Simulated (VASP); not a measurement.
Wanted: the native input for a VASP 6.6.1 run.

| Property | Result |
| --- | --- |
| Task | relaxation of cell and atoms |
| Functional | r2SCAN |
| Potentials or basis | VASP PAW PBE potentials, release 64 (Ga_d, N) |
| Cutoff | 600 eV |
| k mesh | 10 × 10 × 10 |
| Occupations | gaussian, width 0.01 eV |
| Spin | no spin polarisation |
| Target pressure | 2 GPa |
| Dipole correction | no |
| Further INCAR settings | ALGO = Normal; EDIFF = 1e-07; IBRION = 2; EDIFFG = -0.002; NSW = 100; ISIF = 3 |

The system is GaN.

```xyz
2
Lattice="0.0000 2.2489 2.2489 2.2489 0.0000 2.2489 2.2489 2.2489 0.0000" Properties=species:S:1:pos:R:3 pbc="T T T"
Ga    0.0000    0.0000    0.0000
N     1.1245    1.1245    1.1245
```

The input as run:

POSCAR

```
GaN
1.0
    0.0000000000      2.2489448523      2.2489448523
    2.2489448523      0.0000000000      2.2489448523
    2.2489448523      2.2489448523      0.0000000000
Ga N
1 1
Direct
    0.0000000000      0.0000000000      0.0000000000
    0.2500000000      0.2500000000      0.2500000000
```

INCAR.step1

```
ALGO = Normal
EDIFF = 1E-4
ENCUT = 600
GGA = PE
ISMEAR = 0
LASPH = T
LCHARG = F
LREAL = F
LWAVE = T
NELM = 100
PREC = Accurate
SIGMA = 0.01
```

INCAR.step2

```
ALGO = Normal
EDIFF = 1E-7
EDIFFG = -0.002
ENCUT = 600
IBRION = 2
ISIF = 3
ISMEAR = 0
ISTART = 1
LASPH = T
LCHARG = F
LMIXTAU = T
LREAL = F
LWAVE = F
METAGGA = R2SCAN
NELM = 100
NSW = 100
PREC = Accurate
PSTRESS = 20.0
SIGMA = 0.01
```

KPOINTS

```
k-points
0
Gamma
  10 10 10
```

Potentials or basis: VASP PAW PBE potentials, release 64 (Ga_d, N).

Launch:

```bash
$ cat potpaw_PBE.64/Ga_d/POTCAR potpaw_PBE.64/N/POTCAR > POTCAR
$ cp INCAR.step1 INCAR
$ mpirun -np 1 vasp_std > vasp.out
$ cp INCAR.step2 INCAR
$ mpirun -np 1 vasp_std > vasp.out
```

Results of the run:

| Property | Result |
| --- | --- |
| Relaxed volume | 11.33 Å³/atom |
| Relaxed cell | a = 3.176 Å, b = 3.176 Å, c = 3.176 Å, α = 60.00°, β = 60.00°, γ = 60.00° |
| Space group after relaxing (to 0.1 Å) | F-43m (No. 216) |
| Energy change on relaxing (the run minimises the enthalpy) | +0.4 meV/atom |
| Ionic steps | 4 |
| Pressure after relaxing | 2.0 GPa |
| Band gap on the k mesh | 2.19 eV |

Caveat: the cell is relaxed towards a set pressure, so the run minimises the enthalpy, not the energy; the PAW data sets were made with another functional, which shifts forces and pressure a little.

Run time: 8.8 min on 1 thread of Intel Xeon 8259CL, on a shared host, peak memory 0.18 GiB.
